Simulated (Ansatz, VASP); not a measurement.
# CuO: VASP beside Ansatz

The input INCAR:

```
ALGO = Normal ; EDIFF = 1E-6
ENCUT = 700 ; GGA = PS
GGA_COMPAT = False ; ISIF = 2
ISMEAR = -1 ; LASPH = True
LCHARG = False ; LREAL = False
LWAVE = False ; NBANDS = 33
NELM = 120 ; PREC = Accurate
SIGMA = 0.05
```

The input KPOINTS:

```
k-points
0
Gamma
  8 8 5
```

File POSCAR:

```
CuO
1.0
    2.0108776800     -2.1750855000      0.0000000000
    2.0108776800      2.1750855000      0.0000000000
    0.0000000000      0.0000000000      5.1559280000
Cu O
2 2
Direct
    0.5000000000      0.0000000000      0.0000000000
    0.0000000000      0.5000000000      0.5000000000
    0.5000000000      0.5000000000      0.2500000000
    0.5000000000      0.5000000000      0.7500000000
```

The input input.yaml:

```yaml
crystal:
  lattice:
    - [2.01087768, -2.1750855, 0.0]
    - [2.01087768, 2.1750855, 0.0]
    - [0.0, 0.0, 5.155928]
  atoms:
    - { symbol: Cu, position: [0.5, 0.0, 0.0] }
    - { symbol: Cu, position: [0.0, 0.5, 0.5] }
    - { symbol: O, position: [0.5, 0.5, 0.25] }
    - { symbol: O, position: [0.5, 0.5, 0.75] }
hamiltonian:
  xc: pbesol
  pseudopotentials: { kind: paw }
kpoints:
  mp_grid: { grid: [8, 8, 5] }
  band_path:
    path:
      - [[0.0, 0.0, 0.0], [0.463677429, 0.463677429, 0.0], [0.0, 0.5, 0.0], [0.0, 0.5, 0.5], [0.463677429, 0.463677429, 0.5], [0.0, 0.0, 0.5], [0.0, 0.0, 0.0], [-0.5, 0.5, 0.0], [-0.463677429, 0.536322571, 0.0], [-0.463677429, 0.536322571, 0.5], [-0.5, 0.5, 0.5], [-0.5, 0.5, 0.0]]
      - [[0.0, 0.0, 0.5], [-0.5, 0.5, 0.5]]
    npoints: 14
scf:
  occupations: { method: fermi_dirac, width: 0.05 }
  n_extra_bands: 10
output:
  forces: true
  stress: true
  eigenvalues: true
  fatbands: true
  write_density: true
  write_potential: true
  elf: true
  volumetric_format: npy
```

Alike in both runs: functional PBEsol; k mesh 8 × 8 × 5; occupations fermi-dirac, width 0.05 eV; no spin polarisation.

|  | VASP | Ansatz |
| --- | --- | --- |
| version | VASP 6.6.1 | Ansatz 0.2.0 |
| potentials or method | VASP PAW PBE potentials, release 64 (Cu_sv_GW, O) | Ansatz PAW |
| plane-wave cutoff (eV) | 700 | 420 |
| valence electrons in the cell | 50 | 50 |
| task | single point | band structure |

```tsv
	VASP	Ansatz	Ansatz less VASP
gap on the k mesh at the Fermi level (eV)	none	none	-
pressure (GPa)	-11.0	-8.4	+2.61
traceless stress, the component that is largest in VASP (GPa)	1.59	1.62	+0.030
```

VASP's potentials were made for PBE, not for PBEsol. A gap of «none» marks a metal or a gap that the smearing closes.
